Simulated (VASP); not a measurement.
A run of VASP 6.6.1 is set up as follows.

File INCAR:

```
SYSTEM = CaSe
PREC = Accurate
ENCUT = 520
EDIFF = 1E-7
ISMEAR = 0
SIGMA = 0.01
LREAL = .False.
LASPH = .True.
NELM = 100
ALGO = Normal
ISIF = 2
LWAVE = .False.
LCHARG = .False.
GGA = PE
NBANDS = 15
```

The input KPOINTS:

```
regular mesh
0
Gamma
  4 4 4
  0 0 0
```

Contents of POSCAR:

```
CaSe
1.0
    0.0000000000      3.0013604553      2.9675306064
    3.0013604553      0.0000000000      2.9675306064
    3.0013604553      3.0013604553      0.0000000000
Ca Se
1 1
Direct
    0.0000000000      0.0000000000      0.0000000000
    0.5000000000      0.5000000000      0.5000000000
```

Potentials or basis: VASP PAW PBE potentials, release 64 (Ca_sv, Se).

Launch:

```bash
$ cat potpaw_PBE.64/Ca_sv/POTCAR potpaw_PBE.64/Se/POTCAR > POTCAR
$ mpirun -np 1 vasp_std > vasp.out
```

**Question.** Predict the pressure.

**Answer.** -0.2 GPa.

**Question.** Estimate the band gap on the k mesh.

**Answer.** 2.08 eV, indirect (least direct gap 2.97 eV).

Stress tensor (GPa, compression positive):
```
-0.56  0.00  0.00
 0.00 -0.56  0.00
 0.00  0.00  0.39
```

Caveat: the k points lie up to 0.45 Å⁻¹ apart; the cell differs from its parent crystal (biaxial xy strain +1.1%). A k mesh can miss the band edges.
